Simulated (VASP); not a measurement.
# LiF (P6_3mc) in VASP: notebook

The runs below take LiF through single point, with PBE.

Program: VASP 6.6.1. These are calculated values, not measurements. Logs are shortened: lines on timing, memory, paths and dates and some standing lists are left out, and cuts for length are marked.

**1. The cell of the first run**

It takes space group P6_3mc (No. 186, hexagonal). Conventional cell: a = 3.112 Å, b = 3.112 Å, c = 5.342 Å, α = 90.00°, β = 90.00°, γ = 120.00°. Within 2.5 Å of Li (site symmetry 3m) lie 4 F at 1.90 to 2.07 Å. Within 2.5 Å of F (site symmetry 3m) lie 4 Li at 1.90 to 2.07 Å.

**2. Single point, PBE (volume 11.200 Å^3 an atom, c/a of the conventional cell 1.7166)**

Input file INCAR:

```
SYSTEM = LiF
  PREC = Accurate
  ENCUT = 520
  EDIFF = 1E-6
  ISMEAR = 0
  SIGMA = 0.05
  LREAL = .False.
  LASPH = .True.
  NELM = 100
  ALGO = Normal
  ISIF = 2
  LWAVE = .False.
  LCHARG = .False.
  GGA = PE
  NBANDS = 18
```

Input file KPOINTS:

```
Automatic mesh
0
Gamma
  9 9 6
  0 0 0
```

Input file POSCAR:

```
LiF
1.0
    3.1119032872      0.0000000000      0.0000000000
   -1.5559516436      2.6949873008      0.0000000000
    0.0000000000      0.0000000000      5.3418931828
Li F
2 2
Direct
    0.3333333333      0.6666666667      0.3810713234
    0.6666666667      0.3333333333      0.8810713234
    0.3333333333      0.6666666667      0.9939266766
    0.6666666667      0.3333333333      0.4939266766
```

Potentials or basis: VASP PAW PBE potentials, release 64 (Li_sv, F).

Launch:

```console
$ cat potpaw_PBE.64/Li_sv/POTCAR potpaw_PBE.64/F/POTCAR > POTCAR
$ mpirun -np 1 vasp_std > vasp.out
```

OUTCAR:

```text
SYSTEM = LiF
   PREC = Accurate
   ENCUT = 520
   EDIFF = 1E-6
   ISMEAR = 0
   LREAL = .False.
   LASPH = .True.
   NELM = 100
   ISIF = 2
   GGA = PE

 ion  position               nearest neighbor table
   1  0.333  0.667  0.381-   4 1.90   4 1.90   4 1.90   3 2.07
   2  0.667  0.333  0.881-   3 1.90   3 1.90   3 1.90   4 2.07
   3  0.333  0.667  0.994-   2 1.90   2 1.90   2 1.90   1 2.07
   4  0.667  0.333  0.494-   1 1.90   1 1.90   1 1.90   2 2.07

  LATTYP: Found a hexagonal cell.
 ALAT       =     3.1119032872
 C/A-ratio  =     1.7166000000

  Lattice vectors:

 A1 = (   3.1119032872,   0.0000000000,   0.0000000000)
 A2 = (  -1.5559516436,   2.6949873008,   0.0000000000)
 A3 = (   0.0000000000,   0.0000000000,   5.3418931828)

Analysis of symmetry for initial positions (statically):
=====================================================================
 Subroutine PRICEL returns:
 Original cell was already a primitive cell.

 Routine SETGRP: Setting up the symmetry group for a
 hexagonal supercell.

 Subroutine GETGRP returns: Found 12 space group operations
 (whereof  6 operations were pure point group operations)
 out of a pool of 24 trial point group operations.

The static configuration has the point symmetry C_3v.
 The point group associated with its full space group is C_6v.

Analysis of symmetry for dynamics (positions and initial velocities):
=====================================================================
 Subroutine PRICEL returns:
 Original cell was already a primitive cell.

 Routine SETGRP: Setting up the symmetry group for a
 hexagonal supercell.

 Subroutine GETGRP returns: Found 12 space group operations
 (whereof  6 operations were pure point group operations)
 out of a pool of 24 trial point group operations.

The dynamic configuration has the point symmetry C_3v.
 The point group associated with its full space group is C_6v.

 Subroutine INISYM returns: Found 12 space group operations
 (whereof  6 operations are pure point group operations),
 and found     1 'primitive' translations

----------------------------------------------------------------------------------------

                                     Primitive cell

  volume of cell :      44.8000

  direct lattice vectors                    reciprocal lattice vectors
     3.111903287  0.000000000  0.000000000     0.321346748  0.185529631  0.000000000
    -1.555951644  2.694987301  0.000000000     0.000000000  0.371059262  0.000000000
     0.000000000  0.000000000  5.341893183     0.000000000  0.000000000  0.187199550

  length of vectors
     3.111903287  3.111903287  5.341893183     0.371059262  0.371059262  0.187199550

  position of ions in fractional coordinates (direct lattice)
     0.333333333  0.666666667  0.381071323
     0.666666667  0.333333333  0.881071323
     0.333333333  0.666666667  0.993926677
     0.666666667  0.333333333  0.493926677

  ion indices of the primitive-cell ions
   primitive index   ion index
                 1           1
                 2           2
                 3           3
                 4           4

----------------------------------------------------------------------------------------

 KPOINTS: Automatic mesh

Automatic generation of k-mesh.
 Grid dimensions read from file:
 generate k-points for:    9    9    6

 Generating k-lattice:

  Cartesian coordinates                     Fractional coordinates (reciprocal lattice)
     0.035705194  0.020614403  0.000000000     0.111111111  0.000000000  0.000000000
     0.000000000  0.041228807  0.000000000     0.000000000  0.111111111  0.000000000
     0.000000000  0.000000000  0.031199925     0.000000000  0.000000000  0.166666667

  Length of vectors
     0.041228807  0.041228807  0.031199925

  Shift w.r.t. Gamma in fractional coordinates (k-lattice)
     0.000000000  0.000000000  0.000000000

 Subroutine IBZKPT returns following result:
 ===========================================

 Found     48 irreducible k-points:

 Following reciprocal coordinates:
            Coordinates               Weight
  0.000000  0.000000  0.000000      1.000000
  0.111111  0.000000  0.000000      6.000000
  0.222222  0.000000  0.000000      6.000000
  0.333333 -0.000000  0.000000      6.000000
  0.444444  0.000000  0.000000      6.000000
  0.111111  0.111111  0.000000      6.000000
[... 16 lines left out ...]
  0.333333  0.222222  0.166667     24.000000
  0.333333  0.333333  0.166667      4.000000
 [... further k-points ...]
   k-points           NKPTS =     48   k-points in BZ     NKDIM =     48   number of bands    NBANDS=     18
   number of dos      NEDOS =    301   number of ions     NIONS =      4
   total plane-waves  NPLWV =  23040
   dimension x,y,z NGX =    24 NGY =   24 NGZ =   40
   dimension x,y,z NGXF=    48 NGYF=   48 NGZF=   80
   ions per type =               2   2
   NGX,Y,Z   is equivalent  to a cutoff of  12.82, 12.82, 12.45 a.u.
   NGXF,Y,Z  is equivalent  to a cutoff of  25.64, 25.64, 24.90 a.u.
 SYSTEM =  LiF
   PREC   = accura    normal or accurate (medium, high low for compatibility)
   ISTART =      0    job   : 0-new  1-cont  2-samecut
   ICHARG =      2    charge: 1-file 2-atom 10-const
   ISPIN  =      1    spin polarized calculation?
   LNONCOLLINEAR =      F non collinear calculations
   LSORBIT =      F    spin-orbit coupling
   LASPH  =      T    aspherical Exc in radial PAW
   ENCUT  =  520.0 eV  38.22 Ry    6.18 a.u.   5.79  5.79  9.93*2*pi/ulx,y,z
   NELM   =    100;   NELMIN=  2; NELMDL= -5     # of ELM steps
   EDIFF  = 0.1E-05   stopping-criterion for ELM
   LREAL  =      F    real-space projection
   EDIFFG = 0.1E-04   stopping-criterion for IOM
   NSW    =      0    number of steps for IOM
   IBRION =     -1    ionic relax: 0-MD 1-quasi-New 2-CG
   NFREE  =      0    steps in history (QN), initial steepest desc. (CG)
   ISIF   =      2    stress and relaxation
   ISYM   =      2    0-nonsym 1-usesym 2-fastsym
   POTIM  = 0.5000    time-step for ionic-motion
   TEBEG  =    0.0;   TEEND  =   0.0 temperature during run
   PSTRESS=    0.0 pullay stress
   NELECT =      20.0000    total number of electrons
   NUPDOWN=      -1.0000    fix difference up-down
   EMIN   =  10.00;   EMAX   =-10.00  energy-range for DOS
   EFERMI =   0.00;   METHOD = LEGACY
   ISMEAR =     0;   SIGMA  =   0.05  broadening in eV -4-tet -1-fermi 0-gaus
   EFERMI_NEDOS =   21; number of points for ismear=-14 and -15
   IALGO  =     38    algorithm
   IMIX   =      4    mixing-type and parameters
     AMIX     =   0.40;   BMIX     =  1.00
     AMIX_MAG =   1.60;   BMIX_MAG =  1.00
  volume/ion in A,a.u.               =      11.20        75.58
  Fermi-wavevector in a.u.,A,eV,Ry     =   1.251196  2.364418 21.299818  1.565492
  Thomas-Fermi vector in A             =   2.385155
   LORBIT       =      0    0 simple, 1 ext, 2 COOP (PROOUT), +10 PAW based schemes
   GGA     = PE    functional components
   LHFCALC =     F    Hartree Fock is set to
   AEXX    =    0.0000 exact exchange contribution
   IVDW    =     0    specifies the selected vdW correction
   LEPSILON=     F    determine dielectric tensor
   LRPA    =     F    only Hartree local field effects (RPA)
 non-spin polarized calculation
 Gauss-broadening in eV      SIGMA  =   0.05
  energy-cutoff  :      520.00
  volume of cell :       44.80
 maximum number of plane-waves:      1218
 NGX is ok and might be reduce to    24
   NGX = 11   NGY = 11   NGZ = 19

 number of electron      20.0000000 magnetization

 Free energy of the ion-electron system (eV)
  ---------------------------------------------------
  ext. energy  EPLUGINS =         0.00000000
  ---------------------------------------------------
  free energy    TOTEN  =       -19.22272108 eV

  energy without entropy =      -19.22272108  energy(sigma->0) =      -19.22272108

 E-fermi :  -2.7464     XC(G=0):  -8.3068

 val. band max:       -3.0769526112   @ k =   0.0000   0.0000   0.0000
 cond. band min:       4.1970862721   @ k =   0.0000   0.0000   0.0000
 fundamental gap:      7.2740388832
 Fermi energy:        -2.7463787641

 k-point     1 :       0.0000    0.0000    0.0000
  band No.  band energies     occupation
      1     -43.7586      2.00000
      2     -43.7419      2.00000
      3     -22.2318      2.00000
      4     -22.0924      2.00000
      5      -4.7887      2.00000
      6      -3.2543      2.00000
[... 10 lines left out ...]
     17      16.1351      0.00000
     18      16.1351      0.00000

 k-point     2 :       0.1111    0.0000    0.0000
  band No.  band energies     occupation
      1     -43.7561      2.00000
      2     -43.7403      2.00000
      3     -22.2174      2.00000
      4     -22.0851      2.00000
      5      -4.7277      2.00000
      6      -3.3951      2.00000
[... 10 lines left out ...]
     17      16.1536      0.00000
     18      16.2607      0.00000

 k-point     3 :       0.2222    0.0000    0.0000
  band No.  band energies     occupation
      1     -43.7494      2.00000
      2     -43.7362      2.00000
      3     -22.1781      2.00000
      4     -22.0670      2.00000
      5      -4.5726      2.00000
      6      -3.7767      2.00000
[... 10 lines left out ...]
     17      16.1314      0.00000
     18      16.2074      0.00000

 k-point     4 :       0.3333   -0.0000    0.0000
  band No.  band energies     occupation
      1     -43.7415      2.00000
      2     -43.7320      2.00000
      3     -22.1287      2.00000
      4     -22.0498      2.00000
      5      -4.5050      2.00000
      6      -4.0745      2.00000
[... 375 lines left out ...]
      4     -22.0476      2.00000
      5      -4.3987      2.00000
      6      -4.2981      2.00000
[... 10 lines left out ...]
     17      15.3126      0.00000
     18      16.8693      0.00000

 k-point    23 :       0.3333    0.2222    0.1667
  band No.  band energies     occupation
      1     -43.7326      2.00000
      2     -43.7294      2.00000
      3     -22.0698      2.00000
      4     -22.0442      2.00000
      5      -4.6012      2.00000
      6      -4.1842      2.00000
[... 10 lines left out ...]
     17      14.7922      0.00000
     18      16.5922      0.00000

 k-point    24 :       0.3333    0.3333    0.1667
  band No.  band energies     occupation
      1     -43.7299      2.00000
      2     -43.7299      2.00000
      3     -22.0509      2.00000
      4     -22.0509      2.00000
      5      -4.6270      2.00000
      6      -4.0501      2.00000
[... 10 lines left out ...]
     17      14.4754      0.00000
     18      16.8045      0.00000

 [... further k-points ...]
[... 5 lines left out ...]
  --------------------------------------------------------------------------------------
  -------------------------------------------------------------------------------------
  Total       -0.3699403     -0.3699403     -1.8300186      0.0000000     -0.0000000      0.0000000
  in kB      -13.2301346    -13.2301346    -65.4467465      0.0000000     -0.0000000      0.0000000
  external PRESSURE =     -30.6356719 kB  Pullay stress =       0.0000000 kB

 VOLUME and BASIS-vectors are now :
 -----------------------------------------------------------------------------
  energy-cutoff  :      520.00
  volume of cell :       44.80
      direct lattice vectors                 reciprocal lattice vectors
     3.111903287  0.000000000  0.000000000     0.321346748  0.185529631  0.000000000
    -1.555951644  2.694987301  0.000000000     0.000000000  0.371059262  0.000000000
     0.000000000  0.000000000  5.341893183     0.000000000  0.000000000  0.187199550

 POSITION                                       TOTAL-FORCE (eV/Angst)
 -----------------------------------------------------------------------------------
     -0.00000      1.79666      2.03564        -0.000000     -0.000000     -0.119147
      1.55595      0.89833      4.70659         0.000000     -0.000000     -0.119147
     -0.00000      1.79666      5.30945        -0.000000     -0.000000      0.119147
      1.55595      0.89833      2.63850         0.000000      0.000000      0.119147
 -----------------------------------------------------------------------------------
    total drift:                                0.000000      0.000000      0.000634

  FREE ENERGIE OF THE ION-ELECTRON SYSTEM (eV)
  ---------------------------------------------------
  free  energy   TOTEN  =       -19.2227210827 eV

  energy  without entropy=      -19.2227210827  energy(sigma->0) =      -19.22272108
```

Wall time 55 s (1 thread of AMD EPYC 7R43 (Zen 3), shared host); peak memory 0.13 GiB.

Results:

| Quantity | Value |
| --- | --- |
| Free energy | -19.2227 eV |
| Largest force | 0.119 eV/Å |
| Band gap on the k mesh | 7.27 eV, direct |

Forces on the atoms (eV/Å):
```
Li   0.000  0.000 -0.119
Li   0.000  0.000 -0.119
F    0.000  0.000  0.119
F    0.000  0.000  0.119
```

Levels at points of the mesh, in eV from the valence-band top:
| k point | band 8 | band 9 | band 10 | band 11 | band 12 | band 13 |
| --- | --- | --- | --- | --- | --- | --- |
| (0.00, 0.00, 0.00) | 0.00 | 0.00 | 0.00 | 7.27 | 10.97 | 13.80 |
| (0.00, 0.00, 0.50) | -0.09 | -0.09 | -0.09 | 8.77 | 8.77 | 15.97 |

Caveat: the cutoff is under 1.25 times the usual one of these potentials, so pressure, stress and relaxed cells hold a basis-set (Pulay) error. A k mesh can miss the band edges.

**3. Single point, PBE (volume 11.200 Å^3 an atom, c/a of the conventional cell 1.6161)**

Input file INCAR:

```
PREC     = Accurate       # precision mode
ENCUT    = 520            # plane-wave cutoff, eV
EDIFF    = 1E-7           # SCF threshold, eV
ISMEAR   = 0              # smearing method
SIGMA    = 0.05           # smearing width, eV
LREAL    = False          # projectors in reciprocal space
LASPH    = True           # aspherical terms in the spheres
NELM     = 80             # most SCF steps
ALGO     = Normal         # electronic algorithm
ISIF     = 2              # what is computed and relaxed
LWAVE    = False          # write WAVECAR
LCHARG   = False          # write CHGCAR
GGA      = PE             # functional
NBANDS   = 18             # bands
```

Input file KPOINTS:

```
Automatic mesh
0
Gamma
  9 9 6
```

Input file POSCAR:

```
LiF
1.0
    3.1751168837      0.0000000000      0.0000000000
   -1.5875584418      2.7497318813      0.0000000000
    0.0000000000      0.0000000000      5.1313063957
Li F
2 2
Direct
    0.3333333333      0.6666666667      0.3810713234
    0.6666666667      0.3333333333      0.8810713234
    0.3333333333      0.6666666667      0.9939266766
    0.6666666667      0.3333333333      0.4939266766
```

Potentials or basis: VASP PAW PBE potentials, release 64 (Li_sv, F).

Launch:

```console
$ cat potpaw_PBE.64/Li_sv/POTCAR potpaw_PBE.64/F/POTCAR > POTCAR
$ mpirun -np 1 vasp_std > vasp.out
```

It took 60 s on 1 thread of AMD EPYC 7R43 (Zen 3), shared host; peak memory 0.13 GiB.

It converged, with:

- Free energy: -19.2615 eV
- Largest force: 0.063 eV/Å
- Band gap on the k mesh: 7.23 eV, direct

Forces on the atoms (eV/Å):
```
Li   0.000  0.000 -0.063
Li   0.000  0.000 -0.063
F    0.000  0.000  0.063
F    0.000  0.000  0.063
```

Levels at points of the mesh, in eV from the valence-band top:
```tsv
k point	band 8	band 9	band 10	band 11	band 12	band 13
(0.00, 0.00, 0.00)	-0.09	-0.09	0.00	7.23	11.20	14.00
(0.00, 0.00, 0.50)	-0.21	-0.21	-0.21	8.80	8.80	16.39
```

Caveat: the cutoff is under 1.25 times the usual one of these potentials, so pressure, stress and relaxed cells hold a basis-set (Pulay) error.

**4. Single point, PBE (volume 11.615 Å^3 an atom, c/a of the conventional cell 1.5681)**

Input file INCAR:

```
PREC = Accurate
ENCUT = 520
EDIFF = 1E-6
ISMEAR = 0
SIGMA = 0.05
LREAL = F
LASPH = T
NELM = 60
ALGO = Normal
ISIF = 2
LWAVE = F
LCHARG = T
GGA = PE
LELF = T
LVHAR = T
NBANDS = 18
```

KPOINTS is that of step 3.

Input file POSCAR:

```
LiF
1.0
    3.2462928653      0.0000000000      0.0000000000
   -1.6231464326      2.8113720895      0.0000000000
    0.0000000000      0.0000000000      5.0906493017
Li F
2 2
Direct
    0.3333333333      0.6666666667      0.3810713234
    0.6666666667      0.3333333333      0.8810713234
    0.3333333333      0.6666666667      0.9939266766
    0.6666666667      0.3333333333      0.4939266766
```

Launch:

```console
$ cat potpaw_PBE.64/Li_sv/POTCAR potpaw_PBE.64/F/POTCAR > POTCAR
$ mpirun -np 1 vasp_std > vasp.out
```

It took 63 s on 1 thread of AMD EPYC 7R43 (Zen 3), shared host; peak memory 0.13 GiB.

It converged, with:

```yaml
Free_energy: -19.2247 eV
Largest_force: 0.016 eV/Å
Band_gap_on_the_k_mesh: 7.04 eV, direct
```

Forces in eV/Å, atoms in the order of the input:
```
Li   0.000  0.000 -0.016
Li   0.000  0.000 -0.016
F    0.000  0.000  0.016
F    0.000  0.000  0.016
```

Levels at points of the mesh, in eV from the valence-band top:
```
           k point  band 6  band 7  band 8  band 9  band 10  band 11  band 12  band 13  band 14  band 15
(0.00, 0.00, 0.00)   -0.37   -0.37   -0.12   -0.12     0.00     7.04    11.10    13.79    17.36    17.36
(0.00, 0.00, 0.50)   -0.92   -0.25   -0.25   -0.25    -0.25     8.62     8.62    16.30    16.30    17.58
```

Caveat: the cutoff is under 1.25 times the usual one of these potentials, so pressure, stress and relaxed cells hold a basis-set (Pulay) error. A k mesh can miss the band edges.

(Continued in part 2 of 2.)
